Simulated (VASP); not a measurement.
A run of VASP 6.6.1 is set up as follows.

INCAR

```
SYSTEM = Zn8HS8
PREC = Accurate
ENCUT = 520
EDIFF = 1E-6
ISMEAR = 0
SIGMA = 0.02
LREAL = Auto
LASPH = .True.
NELM = 80
ALGO = Normal
ISIF = 2
LWAVE = .False.
LCHARG = .False.
GGA = PE
NELECT = 146.0
NBANDS = 86
```

File KPOINTS:

```
regular mesh
0
Gamma
  2 2 2
  0 0 0
```

POSCAR

```
Zn8HS8
1.0
    0.0000000000      5.4423087484     -5.4423087484
    5.4423087484      5.4423087484      0.0000000000
    5.4423087484      0.0000000000     -5.4423087484
Zn S H
8 8 1
Direct
    0.5243553117      0.4923133956     -0.0061921331
    0.4896598343      0.0077529596     -0.0026622892
    1.0098465108      0.5199027896      0.0154466613
    1.0343038700     -0.1181173340      0.0400591018
    0.4955441936      0.4960680521      0.5013003904
    0.4926398196      0.0072847760      0.4986857831
    0.9873880275      0.4920006607      0.5314258403
    0.9899717655      0.0082617510      0.4959999744
    0.3689578436      0.3780293613      0.3753589872
    0.3676635400      0.8776469180      0.3746410934
    0.8638905320      0.3751837859      0.3912591326
    0.8623902496      0.8711714493      0.3928279520
    0.3855451054      0.3748162029      0.8697059867
    0.3869391829      0.8714710464      0.8684449410
    0.8923827597      0.3577512027      0.8991113379
    0.8549933889      0.8921864276      0.8613353664
    1.1123131340      0.6175683254      1.1172128927
```

Potentials or basis: VASP PAW PBE potentials, release 64 (Zn, S, H).

The run is started by

```sh
$ cat potpaw_PBE.64/Zn/POTCAR potpaw_PBE.64/S/POTCAR potpaw_PBE.64/H/POTCAR > POTCAR
$ mpirun -np 1 vasp_std > vasp.out
```

(1) What does it give for the largest force?

Answers

(1) 0.031 eV/Å.

Caveat: the k points lie up to 0.50 Å⁻¹ apart; the cell carries a net charge on a neutralising background, which shifts energy and pressure.
